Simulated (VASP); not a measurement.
Write the native input for VASP 6.6.1 that does the following.

| Quantity | Value |
| --- | --- |
| Task | electric field gradients |
| Functional | PBE |
| Potentials or basis | VASP PAW PBE potentials, release 64 (Si, C) |
| Cutoff | 520 eV |
| k mesh | 15 × 15 × 8 |
| Occupations | fermi-dirac, width 0.08 eV |
| Spin | no spin polarisation |
| Dipole correction | no |
| Further INCAR settings | ALGO = Normal; EDIFF = 1e-08; NBANDS = 16 |

The structure of SiC lies in POSCAR:

```
SiC
1.0
    3.0862175446      0.0000000000      0.0000000000
   -1.5431087723      2.6727427953      0.0000000000
    0.0000000000      0.0000000000      5.0647708873
Si C
2 2
Direct
    0.3333333333      0.6666666667      0.0000000000
    0.6666666667      0.3333333333      0.5000000000
    0.3333333333      0.6666666667      0.3850000000
    0.6666666667      0.3333333333      0.8850000000
```

This cell differs from its parent crystal: volume scaled by 1.01.

These files were run (other wordings do the same):

INCAR

```
PREC = Accurate
ENCUT = 520
EDIFF = 1E-8
ISMEAR = -1
SIGMA = 0.08
LREAL = False
LASPH = True
NELM = 80
ALGO = Normal
ISIF = 2
LWAVE = False
LCHARG = False
GGA = PE
LEFG = True
NBANDS = 16
```

KPOINTS

```
Automatic mesh
0
Gamma
  15 15 8
```

Potentials or basis: VASP PAW PBE potentials, release 64 (Si, C).

Launch:

```bash
$ cat potpaw_PBE.64/Si/POTCAR potpaw_PBE.64/C/POTCAR > POTCAR
$ mpirun -np 1 vasp_std > vasp.out
```

It gave:

```yaml
Pressure: 1.4 GPa
Largest_force: 0.737 eV/Å
Band_gap_on_the_k_mesh: 2.34 eV, indirect (least direct gap 4.07 eV)
```

Caveat: without QUAD_EFG the Cq values of the log hold for a quadrupole moment of 1 mb, not for the nuclei.

Wall time 43 s on 1 thread of Intel(R) Xeon(R) Platinum 8488C (Sapphire Rapids) (shared host), peak memory 0.2 GiB.
